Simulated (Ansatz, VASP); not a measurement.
# TaTl in VASP and in Ansatz

The input INCAR:

```
ALGO = Normal
EDIFF = 1E-7
ENCUT = 520
GGA = PE
ISIF = 2
ISMEAR = 0
LASPH = True
LCHARG = False
LREAL = False
LWAVE = False
NBANDS = 19
NELM = 100
PREC = Accurate
SIGMA = 0.1
```

Contents of KPOINTS:

```
k-points
0
Gamma
  6 6 6
```

POSCAR

```
TaTl
1.0
    0.0000000000      2.9457291755      2.9457291755
    2.9457291755      0.0000000000      2.9457291755
    2.9457291755      2.9457291755      0.0000000000
Ta Tl
1 1
Direct
    0.0000000000      0.0000000000      0.0000000000
    0.7500000000      0.7500000000      0.7500000000
```

Input for Ansatz:

```yaml
crystal:
  lattice:
    - [0.0, 2.9457291755, 2.9457291755]
    - [2.9457291755, 0.0, 2.9457291755]
    - [2.9457291755, 2.9457291755, 0.0]
  atoms:
    - { symbol: Ta, position: [0.0, 0.0, 0.0] }
    - { symbol: Tl, position: [0.75, 0.75, 0.75] }
basis:
  ecutwfc: 420
kpoints:
  mp_grid: { grid: [6, 6, 6] }
hamiltonian:
  xc: pbe
scf:
  occupations: { method: gaussian, width: 0.1 }
  lower_state_search: "off"
output:
  forces: true
  stress: true
  eigenvalues: true
```

Alike in both runs: task single point; functional PBE; k mesh 6 × 6 × 6; occupations gaussian, width 0.1 eV; no spin polarisation.

```csv
,VASP,Ansatz
version,VASP 6.6.1,Ansatz 0.2.0
potentials or method,"VASP PAW PBE potentials, release 64 (Ta_pv, Tl_d), cutoff 520 eV","scalar-relativistic, plane waves, PAW"
valence electrons in the cell,24,26
```

```tsv
	VASP	Ansatz	Ansatz less VASP
gap on the k mesh at the Fermi level (eV)	none	none	-
pressure (GPa)	19.4	19.5	+0.04
```

A gap of «none» marks a metal or a gap that the smearing closes. VASP's potentials hold 24 valence electrons a cell and Ansatz's 26, so a difference there can come from the potentials and not from the codes.

Spin-orbit coupling is off throughout.
